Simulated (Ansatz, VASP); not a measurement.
# TaSBr in VASP and in Ansatz

```
Ta S Br
1.0
     3.49168    0.00000    0.00000
     0.00000    3.49168    0.00000
     0.00000    0.00000    5.21878
Ta S Br
1 1 1
Direct
  0.50000 0.50000 0.50000
  0.00000 0.00000 0.50000
  0.50000 0.50000 0.00000
```

Alike in both runs: functional PBE; k mesh 6 × 6 × 4; occupations gaussian, width 0.1 eV; no spin polarisation.

Ansatz relaxed the structure, and its values are those at the end. VASP's run is a single point on that final structure, the one shown.

|  | VASP | Ansatz |
| --- | --- | --- |
| version | VASP 6.6.1 | Ansatz 0.2.0 |
| potentials or method | VASP PAW PBE potentials, release 64 (Ta_pv, S, Br), cutoff 520 eV | scalar-relativistic, plane waves, PAW |
| valence electrons in the cell | 24 | 26 |

|  | VASP | Ansatz | Ansatz less VASP |
| --- | --- | --- | --- |
| gap on the k mesh at the Fermi level (eV) | none | none | - |
| pressure (GPa) | 0.2 | 0.1 | -0.09 |

A gap of «none» marks a metal or a gap that the smearing closes. VASP's potentials hold 24 valence electrons a cell and Ansatz's 26, so a difference there can come from the potentials and not from the codes.

Neither program's run includes spin-orbit coupling.
